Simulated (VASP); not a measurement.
# BN (P6_3/mmc) in VASP: notebook, part 2 of 2

VASP 6.6.1. Earlier steps stand in the parts before.

## (4) Relaxation of cell and atoms, r2SCAN

This run uses another cell than the first one, of 8.97 Å³/atom.

The input, POSCAR:

```
BN
1.0
    2.4982400000      0.0000000000      0.0000000000
   -1.2491200000      2.1635393048      0.0000000000
    0.0000000000      0.0000000000      6.6357000000
B N
2 2
Direct
    0.3333333333      0.6666666667      0.2500000000
    0.6666666667      0.3333333333      0.7500000000
    0.3333333333      0.6666666667      0.7500000000
    0.6666666667      0.3333333333      0.2500000000
```

The input, INCAR.step1:

```
  ALGO = Normal
  EDIFF = 1E-4
  ENCUT = 600
  GGA = PE
  ISMEAR = -1
  LASPH = T
  LCHARG = F
  LREAL = F
  LWAVE = T
  NELM = 80
  PREC = Accurate
  SIGMA = 0.08
```

The input, INCAR.step2:

```
  ALGO = Normal
  EDIFF = 1E-7
  EDIFFG = -0.002
  ENCUT = 600
  IBRION = 2
  ISIF = 3
  ISMEAR = -1
  ISTART = 1
  LASPH = T
  LCHARG = F
  LMIXTAU = T
  LREAL = F
  LWAVE = F
  METAGGA = R2SCAN
  NELM = 80
  NSW = 100
  PREC = Accurate
  SIGMA = 0.08
```

The input, KPOINTS:

```
k-points
0
Gamma
  14 14 6
```

Potentials or basis: VASP PAW PBE potentials, release 64 (B, N).

On the command line:

```console
$ cat potpaw_PBE.64/B/POTCAR potpaw_PBE.64/N/POTCAR > POTCAR
$ cp INCAR.step1 INCAR
$ mpirun -np 1 vasp_std > vasp.out
$ cp INCAR.step2 INCAR
$ mpirun -np 1 vasp_std > vasp.out
```

OUTCAR:

```text
EDIFF = 1E-7
   EDIFFG = -0.002
   ENCUT = 600
   IBRION = 2
   ISIF = 3
   ISMEAR = -1
   ISTART = 1
   LASPH = T
   LREAL = F
   METAGGA = R2SCAN
   NELM = 80
   NSW = 100
   PREC = Accurate

 ion  position               nearest neighbor table
   1  0.333  0.667  0.250-   4 1.44   4 1.44   4 1.44
   2  0.667  0.333  0.750-   3 1.44   3 1.44   3 1.44
   3  0.333  0.667  0.750-   2 1.44   2 1.44   2 1.44
   4  0.667  0.333  0.250-   1 1.44   1 1.44   1 1.44

  LATTYP: Found a hexagonal cell.
 ALAT       =     2.4982400000
 C/A-ratio  =     2.6561499296

  Lattice vectors:

 A1 = (   2.4982400000,   0.0000000000,   0.0000000000)
 A2 = (  -1.2491200000,   2.1635393048,   0.0000000000)
 A3 = (   0.0000000000,   0.0000000000,   6.6357000000)

Analysis of symmetry for initial positions (statically):
=====================================================================
 Subroutine PRICEL returns:
 Original cell was already a primitive cell.

 Routine SETGRP: Setting up the symmetry group for a
 hexagonal supercell.

 Subroutine GETGRP returns: Found 24 space group operations
 (whereof 12 operations were pure point group operations)
 out of a pool of 24 trial point group operations.

The static configuration has the point symmetry D_3d.
 The point group associated with its full space group is D_6h.

Analysis of symmetry for dynamics (positions and initial velocities):
=====================================================================
 Subroutine PRICEL returns:
 Original cell was already a primitive cell.

 Routine SETGRP: Setting up the symmetry group for a
 hexagonal supercell.

 Subroutine GETGRP returns: Found 24 space group operations
 (whereof 12 operations were pure point group operations)
 out of a pool of 24 trial point group operations.

The dynamic configuration has the point symmetry D_3d.
 The point group associated with its full space group is D_6h.

 Subroutine INISYM returns: Found 24 space group operations
 (whereof 12 operations are pure point group operations),
 and found     1 'primitive' translations

----------------------------------------------------------------------------------------

                                     Primitive cell

  volume of cell :      35.8662

  direct lattice vectors                    reciprocal lattice vectors
     2.498240000  0.000000000  0.000000000     0.400281798  0.231102804  0.000000000
    -1.249120000  2.163539305  0.000000000     0.000000000  0.462205608  0.000000000
     0.000000000  0.000000000  6.635700000     0.000000000  0.000000000  0.150700002

  length of vectors
     2.498240000  2.498240000  6.635700000     0.462205608  0.462205608  0.150700002

  position of ions in fractional coordinates (direct lattice)
     0.333333333  0.666666667  0.250000000
     0.666666667  0.333333333  0.750000000
     0.333333333  0.666666667  0.750000000
     0.666666667  0.333333333  0.250000000

  ion indices of the primitive-cell ions
   primitive index   ion index
                 1           1
                 2           2
                 3           3
                 4           4

[... 74 lines left out ...]
   NSW    =    100    number of steps for IOM
   IBRION =      2    ionic relax: 0-MD 1-quasi-New 2-CG
   NFREE  =      1    steps in history (QN), initial steepest desc. (CG)
   ISIF   =      3    stress and relaxation
   ISYM   =      2    0-nonsym 1-usesym 2-fastsym
   POTIM  = 0.5000    time-step for ionic-motion
   TEBEG  =    0.0;   TEEND  =   0.0 temperature during run
   PSTRESS=    0.0 pullay stress
   NELECT =      16.0000    total number of electrons
   NUPDOWN=      -1.0000    fix difference up-down
   EMIN   =  10.00;   EMAX   =-10.00  energy-range for DOS
   EFERMI =   0.00;   METHOD = LEGACY
   ISMEAR =    -1;   SIGMA  =   0.08  broadening in eV -4-tet -1-fermi 0-gaus
   EFERMI_NEDOS =   21; number of points for ismear=-14 and -15
   IALGO  =     38    algorithm
   IMIX   =      4    mixing-type and parameters
     AMIX     =   0.40;   BMIX     =  1.00
     AMIX_MAG =   1.60;   BMIX_MAG =  1.00
  volume/ion in A,a.u.               =       8.97        60.51
  Fermi-wavevector in a.u.,A,eV,Ry     =   1.250891  2.363842 21.289433  1.564729
  Thomas-Fermi vector in A             =   2.384864
   LORBIT       =      0    0 simple, 1 ext, 2 COOP (PROOUT), +10 PAW based schemes
   METAGGA = R2SCAN    functional components
   LHFCALC =     F    Hartree Fock is set to
   AEXX    =    0.0000 exact exchange contribution
   IVDW    =     0    specifies the selected vdW correction
   LEPSILON=     F    determine dielectric tensor
   LRPA    =     F    only Hartree local field effects (RPA)
 conjugate gradient relaxation of ions
 non-spin polarized calculation
  energy-cutoff  :      600.00
  volume of cell :       35.87
 maximum number of plane-waves:      1221
 NGX is ok and might be reduce to    20
   NGX =  9   NGY =  9   NGZ = 27

--------------------------------------- Ionic step        1  -------------------------------------------

 number of electron      15.9999998 magnetization

 Free energy of the ion-electron system (eV)
  ---------------------------------------------------
  ext. energy  EPLUGINS =         0.00000000
  ---------------------------------------------------
  free energy    TOTEN  =       -38.59534817 eV

  energy without entropy =      -38.59534817  energy(sigma->0) =      -38.59534817

------------------------ aborting loop because EDIFF is reached ----------------------------------------

  FORCE on cell =-STRESS in cart. coord.  units (eV):
  Direction    XX          YY          ZZ          XY          YZ          ZX
  --------------------------------------------------------------------------------------
  -------------------------------------------------------------------------------------
  Total        0.4338734      0.4338734      0.1861832     -0.0000000     -0.0000000      0.0000000
  in kB       19.3815233     19.3815233      8.3169757     -0.0000000     -0.0000000      0.0000000
  external PRESSURE =      15.6933408 kB  Pullay stress =       0.0000000 kB
[... 95 lines left out ...]
  FREE ENERGIE OF THE ION-ELECTRON SYSTEM (eV)
  ---------------------------------------------------
  free  energy   TOTEN  =       -38.5962319218 eV

  energy  without entropy=      -38.5962319217  energy(sigma->0) =      -38.59623192

[... ionic steps 4 to 8 ...]

--------------------------------------- Ionic step        9  -------------------------------------------

 number of electron      16.0000000 magnetization

------------------------ aborting loop because EDIFF is reached ----------------------------------------
[... 71 lines left out ...]
--------------------------------------- Ionic step       11  -------------------------------------------

 number of electron      16.0000000 magnetization

 Free energy of the ion-electron system (eV)
  ---------------------------------------------------
  ext. energy  EPLUGINS =         0.00000000
  ---------------------------------------------------
  free energy    TOTEN  =       -38.59879019 eV

  energy without entropy =      -38.59879019  energy(sigma->0) =      -38.59879019

 E-fermi :   3.5438     XC(G=0): -10.5405

 val. band max:        1.8078145759   @ k =   0.3571   0.2857   0.0000
 cond. band min:       6.6987939666   @ k =   0.5000   0.0000   0.0000
 fundamental gap:      4.8909793907
 Fermi energy:         3.5437602685

 k-point     1 :       0.0000    0.0000    0.0000
  band No.  band energies     occupation
      1     -16.9940      2.00000
      2     -16.7638      2.00000
      3      -4.4764      2.00000
      4      -2.5842      2.00000
      5       0.4309      2.00000
      6       0.4309      2.00000
      7       0.4596      2.00000
      8       0.4596      2.00000
      9       7.2110      0.00000
     10      12.4527      0.00000
     11      14.1070      0.00000
     12      14.1070      0.00000
[... 331 lines left out ...]
 k-point    24 :       0.3571    0.2857    0.0000
  band No.  band energies     occupation
      1     -13.1594      2.00000
      2     -13.1379      2.00000
      3      -6.5715      2.00000
      4      -6.4710      2.00000
      5      -5.4445      2.00000
      6      -5.4102      2.00000
      7       1.5154      2.00000
      8       1.8078      2.00000
      9       7.2336      0.00000
     10       7.4755      0.00000
     11      13.2854      0.00000
     12      15.3374      0.00000

 [... further k-points ...]

------------------------ aborting loop because EDIFF is reached ----------------------------------------

  FORCE on cell =-STRESS in cart. coord.  units (eV):
  Direction    XX          YY          ZZ          XY          YZ          ZX
  --------------------------------------------------------------------------------------
  -------------------------------------------------------------------------------------
  Total        0.0013720      0.0013720      0.0006735      0.0000000      0.0000000      0.0000000
  in kB        0.0592433      0.0592433      0.0290803      0.0000000      0.0000000      0.0000000
  external PRESSURE =       0.0491890 kB  Pullay stress =       0.0000000 kB
[... 19 lines left out ...]
  FREE ENERGIE OF THE ION-ELECTRON SYSTEM (eV)
  ---------------------------------------------------
  free  energy   TOTEN  =       -38.5987901903 eV

  energy  without entropy=      -38.5987901902  energy(sigma->0) =      -38.59879019

 reached required accuracy - stopping structural energy minimisation
```

Run time: 16 min. Hardware: 1 thread of Intel Xeon Platinum 8559C (Emerald Rapids), shared host; peak memory 0.19 GiB.

What came out:

- Free energy: -38.5988 eV
- Relaxed volume: 9.28 Å³/atom
- Relaxed cell: a = 2.503 Å, b = 2.503 Å, c = 6.841 Å, α = 90.00°, β = 90.00°, γ = 120.00°
- Space group after relaxing (to 0.1 Å): P6_3/mmc (No. 194)
- Energy gained by relaxing: 0.9 meV/atom
- Ionic steps: 11
- Pressure after relaxing: 0.0 GPa
- Band gap on the k mesh: 4.89 eV (least direct gap 5.39 eV)

Step by step:
```tsv
step	energy change (eV)	largest force (eV/Å)	pressure (GPa)	volume (Å³)
1	0.0000	0.0000	1.57	35.87
2	0.0019	0.0000	-2.28	36.32
3	-0.0009	0.0000	0.16	36.03
4	-0.0012	0.0000	0.15	36.10
5	-0.0021	0.0000	0.12	36.32
6	-0.0032	0.0000	0.08	36.76
7	-0.0029	0.0000	0.04	37.63
8	-0.0034	0.0000	0.05	37.13
9	-0.0034	0.0000	0.06	37.10
10	-0.0033	0.0000	-0.50	37.17
11	-0.0034	0.0000	0.00	37.10
```

Final structure:
```
B N
1.0
     2.50254    0.00000    0.00000
    -1.25127    2.16726    0.00000
     0.00000    0.00000    6.84129
B N
2 2
Direct
  0.33333 0.66667 0.25000
  0.66667 0.33333 0.75000
  0.33333 0.66667 0.75000
  0.66667 0.33333 0.25000
```

Caveat: the PAW data sets were made with another functional, which shifts forces and pressure a little.

## (5) Overview

| task | cell | k mesh | cutoff (eV) | smearing | gap on the mesh (eV) | pressure (GPa) |
| --- | --- | --- | --- | --- | --- | --- |
| single point | a = 2.501, b = 2.501, c = 6.872 Å, angles 90.0, 90.0, 120.0°, 4 atoms | 10 × 10 × 4 | 520 | gaussian 0.01 eV | 4.91 | 0.4 |
| single point | a = 2.501, b = 2.501, c = 6.872 Å, angles 90.0, 90.0, 120.0°, 4 atoms | 14 × 14 × 6 | 520 | fermi-dirac 0.08 eV | 4.90 | 0.4 |
| relaxation of cell and atoms | relaxed from a = 2.498, b = 2.498, c = 6.636 Å, angles 90.0, 90.0, 120.0°, 4 atoms | 14 × 14 × 6 | 600 | fermi-dirac 0.08 eV | 4.89 | 0.0 |

Alike in all rows: level r2SCAN; potentials or basis VASP PAW PBE potentials, release 64 (B, N); no spin polarisation.

Caveats: the PAW data sets were made with another functional, which shifts forces and pressure a little.

Absolute energies hang on the potentials; compare differences alone.
